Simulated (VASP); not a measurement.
Input of a VASP 6.6.1 run:

POSCAR

```
SrO
1.0
    0.0000000000      2.5697984671      2.5697984671
    2.5697984671      0.0000000000      2.5697984671
    2.5697984671      2.5697984671      0.0000000000
Sr O
1 1
Direct
    0.5000000000      0.5000000000      0.5000000000
    0.0000000000      0.0000000000      0.0000000000
```

File INCAR.step1:

```
SYSTEM = SrO
PREC = Accurate
ENCUT = 520
EDIFF = 1E-5
ISMEAR = 0
SIGMA = 0.05
LREAL = .False.
LASPH = .True.
NELM = 80
ALGO = Normal
ISIF = 2
LWAVE = .True.
LCHARG = .False.
GGA = PE
NBANDS = 15
```

File INCAR.step2:

```
SYSTEM = SrO
PREC = Accurate
ENCUT = 520
EDIFF = 1E-6
ISMEAR = 0
SIGMA = 0.05
LREAL = .False.
LASPH = .True.
NELM = 80
ALGO = Normal
ISIF = 2
LWAVE = .False.
LCHARG = .False.
GGA = PE
LHFCALC = .True.
AEXX = 0.5
PRECFOCK = Normal
ISTART = 1
NBANDS = 15
```

File KPOINTS:

```
regular mesh
0
Gamma
  4 4 4
  0 0 0
```

Potentials or basis: VASP PAW PBE potentials, release 64 (Sr_sv, O).

Run with:

```bash
$ cat potpaw_PBE.64/Sr_sv/POTCAR potpaw_PBE.64/O/POTCAR > POTCAR
$ cp INCAR.step1 INCAR
$ mpirun -np 1 vasp_std > vasp.out
$ cp INCAR.step2 INCAR
$ mpirun -np 1 vasp_std > vasp.out
```

Problem. Estimate the band gap on the k mesh.

Solution. 7.84 eV, indirect (least direct gap 7.96 eV).

Problem. Estimate the pressure.

Solution. -1.2 GPa.

Caveat: the k points lie up to 0.53 Å⁻¹ apart; the PAW data sets were made with another functional, which shifts forces and pressure a little. A k mesh can miss the band edges.
